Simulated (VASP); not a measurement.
Here is a VASP 6.6.1 calculation.

Contents of INCAR:

```
  ALGO = Fast
  EDIFF = 1E-6
  EDIFFG = -0.005
  ENCUT = 600
  GGA = PS
  IBRION = 2
  ISIF = 3
  ISMEAR = 0
  LASPH = True
  LCHARG = False
  LREAL = False
  LWAVE = False
  NELM = 80
  NSW = 70
  PREC = Accurate
  SIGMA = 0.1
```

KPOINTS

```
k-points
0
Gamma
  18 18 10
```

The input POSCAR:

```
Os
1.0
    2.7527908586      0.0000000000      0.0000000000
   -1.3763954293      2.3839868148      0.0000000000
    0.0000000000      0.0000000000      4.3508626228
Os
2
Direct
    0.3333333333      0.6666666667      0.2500000000
    0.6666666667      0.3333333333      0.7500000000
```

Potentials or basis: VASP PAW PBE potentials, release 64 (Os).

The run is started by

```bash
$ cat potpaw_PBE.64/Os/POTCAR > POTCAR
$ mpirun -np 1 vasp_std > vasp.out
```

Q: What does it give for the band gap on the k mesh?

A: Zero (band 8 reaches 11.46 eV, above the bottom of band 9 at 7.47 eV).

Q: Predict the relaxed volume.

A: 13.91 Å³/atom.

Q: What does it give for the relaxed cell?

A: a = 2.729 Å, b = 2.729 Å, c = 4.315 Å, α = 90.00°, β = 90.00°, γ = 120.00°.

Step by step:
```tsv
step	energy change (eV)	largest force (eV/Å)	pressure (GPa)	volume (Å³)
1	0.0000	0.0000	-10.77	28.55
2	0.5581	0.0000	68.41	24.77
3	-0.0251	0.0000	-0.55	27.86
4	-0.0252	0.0000	-0.20	27.83
5	-0.0252	0.0000	0.07	27.82
6	-0.0252	0.0000	0.10	27.82
7	-0.0252	0.0000	0.09	27.82
8	-0.0252	0.0000	-0.25	27.84
9	-0.0252	0.0000	-0.03	27.82
```

Caveat: the PAW data sets were made with another functional, which shifts forces and pressure a little; spin-orbit coupling is left out, which moves the levels of the heavy elements.
